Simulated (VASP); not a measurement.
**MgO: single point with LDA**

Crystal: MgO.

```
Mg O
1.0
     0.00000    2.03754    2.03754
     2.03754    0.00000    2.03754
     2.03754    2.03754    0.00000
Mg O
1 1
Cartesian
  0.0000 0.0000 0.0000
  2.0375 2.0375 2.0375
```

```
Program             : VASP 6.6.1
Task                : single point
Functional          : LDA
Potentials or basis : VASP PAW LDA potentials, release 64 (Mg_sv, O)
Cutoff              : 840 eV
k mesh              : 10 × 10 × 10
Occupations         : gaussian, width 0.02 eV
Spin                : no spin polarisation
```

The pressure is 12.9 GPa. The band gap on the k mesh is 5.69 eV.

Levels at points of the mesh, in eV from the valence-band top:
```csv
k point,band 5,band 6,band 7,band 8,band 9,band 10,band 11,band 12
"(0.00, 0.00, 0.00)",-17.53,0.00,0.00,0.00,5.69,16.07,16.07,16.07
"(0.50, 0.00, 0.00)",-15.86,-5.15,-0.79,-0.79,8.38,13.55,17.04,17.04
"(0.50, 0.50, 0.00)",-15.62,-4.54,-1.51,-1.51,8.97,10.84,13.97,20.18
```

Run time: 19 s on 1 thread of Intel(R) Xeon(R) Platinum 8259CL CPU @ 2.50GHz (Skylake/Cascade Lake), on a shared host, peak memory 0.15 GiB.

Caveat: the cell stands under pressure.
